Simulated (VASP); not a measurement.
# GaN (P6_3mc) in VASP: further runs, part 2 of 2

VASP 6.6.1. The steps go on from the part before.

## 4. Single point, r2SCAN (epitaxial xy strain +2.5%)

Input file POSCAR:

```
GaN
1.0
    3.2627281447      0.0000000000      0.0000000000
   -1.6313640724      2.8256054590      0.0000000000
    0.0000000000      0.0000000000      5.1227010540
Ga N
2 2
Direct
    0.3333333333      0.6666666667     -0.0037211654
    0.6666666667      0.3333333333      0.4962788346
    0.3333333333      0.6666666667      0.3787211654
    0.6666666667      0.3333333333      0.8787211654
```

Input file INCAR.step1:

```
SYSTEM = GaN
PREC     = Accurate       ! precision mode
ENCUT    = 520            ! plane-wave cutoff, eV
ISMEAR   = 0              ! smearing method
SIGMA    = 0.01           ! smearing width, eV
LREAL    = .False.        ! projectors in reciprocal space
LASPH    = .True.         ! aspherical terms in the spheres
NELM     = 80             ! most SCF steps
NBANDS   = 26             ! bands
GGA      = PE             ! functional
ALGO     = Normal         ! electronic algorithm
EDIFF    = 1E-4           ! SCF threshold, eV
LWAVE    = .True.         ! write WAVECAR
LCHARG   = .False.        ! write CHGCAR
```

Input file INCAR.step2:

```
SYSTEM = GaN
PREC     = Accurate       ! precision mode
ENCUT    = 520            ! plane-wave cutoff, eV
EDIFF    = 1E-6           ! SCF threshold, eV
ISMEAR   = 0              ! smearing method
SIGMA    = 0.01           ! smearing width, eV
LREAL    = .False.        ! projectors in reciprocal space
LASPH    = .True.         ! aspherical terms in the spheres
NELM     = 80             ! most SCF steps
ALGO     = Normal         ! electronic algorithm
ISIF     = 2              ! what is computed and relaxed
LWAVE    = .False.        ! write WAVECAR
LCHARG   = .True.         ! write CHGCAR
METAGGA  = R2SCAN         ! meta-GGA
LMIXTAU  = .True.       
LELF     = .True.         ! ELF
LVHAR    = .True.       
NBANDS   = 26             ! bands
ISTART   = 1
```

Input file KPOINTS:

```
Automatic mesh
0
Gamma
  12 12 6
  0 0 0
```

Potentials or basis: VASP PAW PBE potentials, release 64 (Ga_d, N).

The run is started by

```console
$ cat potpaw_PBE.64/Ga_d/POTCAR potpaw_PBE.64/N/POTCAR > POTCAR
$ cp INCAR.step1 INCAR
$ mpirun -np 1 vasp_std > vasp.out
$ cp INCAR.step2 INCAR
$ mpirun -np 1 vasp_std > vasp.out
```

OUTCAR:

```text
SYSTEM = GaN
   PREC = Accurate
   ENCUT = 520
   EDIFF = 1E-6
   ISMEAR = 0
   LREAL = .False.
   LASPH = .True.
   NELM = 80
   ISIF = 2
   METAGGA = R2SCAN
   ISTART = 1

 ion  position               nearest neighbor table
   1  0.333  0.667  0.996-   3 1.96   4 1.98   4 1.98   4 1.98
   2  0.667  0.333  0.496-   4 1.96   3 1.98   3 1.98   3 1.98
   3  0.333  0.667  0.379-   1 1.96   2 1.98   2 1.98   2 1.98
   4  0.667  0.333  0.879-   2 1.96   1 1.98   1 1.98   1 1.98

  LATTYP: Found a hexagonal cell.
 ALAT       =     3.2627281447
 C/A-ratio  =     1.5700667744

  Lattice vectors:

 A1 = (   3.2627281447,   0.0000000000,   0.0000000000)
 A2 = (  -1.6313640724,   2.8256054590,   0.0000000000)
 A3 = (   0.0000000000,   0.0000000000,   5.1227010540)

Analysis of symmetry for initial positions (statically):
=====================================================================
 Subroutine PRICEL returns:
 Original cell was already a primitive cell.

 Routine SETGRP: Setting up the symmetry group for a
 hexagonal supercell.

 Subroutine GETGRP returns: Found 12 space group operations
 (whereof  6 operations were pure point group operations)
 out of a pool of 24 trial point group operations.

The static configuration has the point symmetry C_3v.
 The point group associated with its full space group is C_6v.

Analysis of symmetry for dynamics (positions and initial velocities):
=====================================================================
 Subroutine PRICEL returns:
 Original cell was already a primitive cell.

 Routine SETGRP: Setting up the symmetry group for a
 hexagonal supercell.

 Subroutine GETGRP returns: Found 12 space group operations
 (whereof  6 operations were pure point group operations)
 out of a pool of 24 trial point group operations.

[... 115 lines left out ...]
   PSTRESS=    0.0 pullay stress
   NELECT =      36.0000    total number of electrons
   NUPDOWN=      -1.0000    fix difference up-down
   EMIN   =  10.00;   EMAX   =-10.00  energy-range for DOS
   EFERMI =   0.00;   METHOD = LEGACY
   ISMEAR =     0;   SIGMA  =   0.01  broadening in eV -4-tet -1-fermi 0-gaus
   EFERMI_NEDOS =   21; number of points for ismear=-14 and -15
   IALGO  =     38    algorithm
   IMIX   =      4    mixing-type and parameters
     AMIX     =   0.40;   BMIX     =  1.00
     AMIX_MAG =   1.60;   BMIX_MAG =  1.00
  volume/ion in A,a.u.               =      11.81        79.68
  Fermi-wavevector in a.u.,A,eV,Ry     =   1.495473  2.826034 30.428599  2.236439
  Thomas-Fermi vector in A             =   2.607613
   LORBIT       =      0    0 simple, 1 ext, 2 COOP (PROOUT), +10 PAW based schemes
   METAGGA = R2SCAN    functional components
   LHFCALC =     F    Hartree Fock is set to
   AEXX    =    0.0000 exact exchange contribution
   IVDW    =     0    specifies the selected vdW correction
   LEPSILON=     F    determine dielectric tensor
   LRPA    =     F    only Hartree local field effects (RPA)
 non-spin polarized calculation
 Gauss-broadening in eV      SIGMA  =   0.01
  energy-cutoff  :      520.00
  volume of cell :       47.23
 maximum number of plane-waves:      1296
   NGX = 13   NGY = 13   NGZ = 19

 number of electron      36.0000001 magnetization

 Free energy of the ion-electron system (eV)
  ---------------------------------------------------
  ext. energy  EPLUGINS =         0.00000000
  ---------------------------------------------------
  free energy    TOTEN  =       -43.75848297 eV

  energy without entropy =      -43.75848297  energy(sigma->0) =      -43.75848297

 E-fermi :   4.9301     XC(G=0): -12.4413

 val. band max:        4.7953941181   @ k =   0.0000   0.0000   0.0000
 cond. band min:       6.8170381245   @ k =   0.0000   0.0000   0.0000
 fundamental gap:      2.0216440064
 Fermi energy:         4.9301250142

 k-point     1 :       0.0000    0.0000    0.0000
  band No.  band energies     occupation
      1     -11.7912      2.00000
      2     -10.8816      2.00000
      3      -9.0994      2.00000
      4      -9.0904      2.00000
      5      -9.0903      2.00000
      6      -9.0253      2.00000
[... 685 lines left out ...]
     25      16.5537      0.00000
     26      18.2658      0.00000

 [... further k-points ...]
[... 5 lines left out ...]
  --------------------------------------------------------------------------------------
  -------------------------------------------------------------------------------------
  Total       -2.7587949     -2.7587949      0.2693507      0.0000000      0.0000000      0.0000000
  in kB      -93.5919663    -93.5919663      9.1377068      0.0000000      0.0000000      0.0000000
  external PRESSURE =     -59.3487419 kB  Pullay stress =       0.0000000 kB

 VOLUME and BASIS-vectors are now :
 -----------------------------------------------------------------------------
  energy-cutoff  :      520.00
  volume of cell :       47.23
      direct lattice vectors                 reciprocal lattice vectors
     3.262728145  0.000000000  0.000000000     0.306491977  0.176953226  0.000000000
    -1.631364072  2.825605459  0.000000000     0.000000000  0.353906451  0.000000000
     0.000000000  0.000000000  5.122701054     0.000000000  0.000000000  0.195209517

 POSITION                                       TOTAL-FORCE (eV/Angst)
 -----------------------------------------------------------------------------------
     -0.00000      1.88374      5.10364        -0.000000      0.000000     -0.013909
      1.63136      0.94187      2.54229         0.000000     -0.000000     -0.013909
     -0.00000      1.88374      1.94008         0.000000      0.000000      0.013909
      1.63136      0.94187      4.50143         0.000000      0.000000      0.013909
 -----------------------------------------------------------------------------------
    total drift:                                0.000002      0.000004     -0.011928

  FREE ENERGIE OF THE ION-ELECTRON SYSTEM (eV)
  ---------------------------------------------------
  free  energy   TOTEN  =       -43.7584829725 eV

  energy  without entropy=      -43.7584829725  energy(sigma->0) =      -43.75848297
```

Wall time 3 min (1 thread of Intel Xeon 6975P-C (Granite Rapids), shared host); peak memory 0.22 GiB.

What came out:

| Item | Value |
| --- | --- |
| Free energy | -43.7585 eV |
| Pressure | -5.9 GPa |
| Largest force | 0.014 eV/Å |
| Band gap on the k mesh | 2.02 eV, direct |

Forces on the atoms (eV/Å):
```
Ga   0.000  0.000 -0.014
Ga   0.000  0.000 -0.014
N    0.000  0.000  0.014
N    0.000  0.000  0.014
```

Levels at points of the mesh, in eV from the valence-band top:
```tsv
k point	band 14	band 15	band 16	band 17	band 18	band 19	band 20	band 21	band 22	band 23
(0.00, 0.00, 0.00)	-1.28	-1.28	-0.15	-0.15	0.00	2.02	4.07	9.92	9.95	9.95
(0.50, 0.00, 0.00)	-5.26	-4.18	-2.96	-2.17	-1.09	5.09	5.79	6.64	9.02	10.82
(0.00, 0.00, 0.50)	-3.74	-0.73	-0.73	-0.73	-0.73	4.30	4.30	9.02	9.02	10.47
(0.50, 0.00, 0.50)	-6.63	-2.10	-2.10	-1.79	-1.79	4.76	4.76	8.12	8.12	10.43
```

Caveat: the cell differs from its parent crystal (epitaxial xy strain +2.5%); the PAW data sets were made with another functional, which shifts forces and pressure a little.

## 5. Summary

```tsv
cell	gap on the mesh (eV)	pressure (GPa)	largest force (eV/Å)
a = 3.183, b = 3.183, c = 5.184 Å, angles 90.0, 90.0, 120.0°, 4 atoms	2.34	1.1	-
a = 3.231, b = 3.231, c = 5.147 Å, angles 90.0, 90.0, 120.0°, 4 atoms	2.16	-3.3	0.01
a = 3.263, b = 3.263, c = 5.123 Å, angles 90.0, 90.0, 120.0°, 4 atoms	2.02	-5.9	0.01
```

Alike in all rows: task single point; level r2SCAN; potentials or basis VASP PAW PBE potentials, release 64 (Ga_d, N); no spin polarisation; k mesh 12 × 12 × 6; cutoff (eV) 520; smearing gaussian 0.01 eV.

Caveats: the PAW data sets were made with another functional, which shifts forces and pressure a little.

Absolute energies hang on the potentials; compare differences alone.
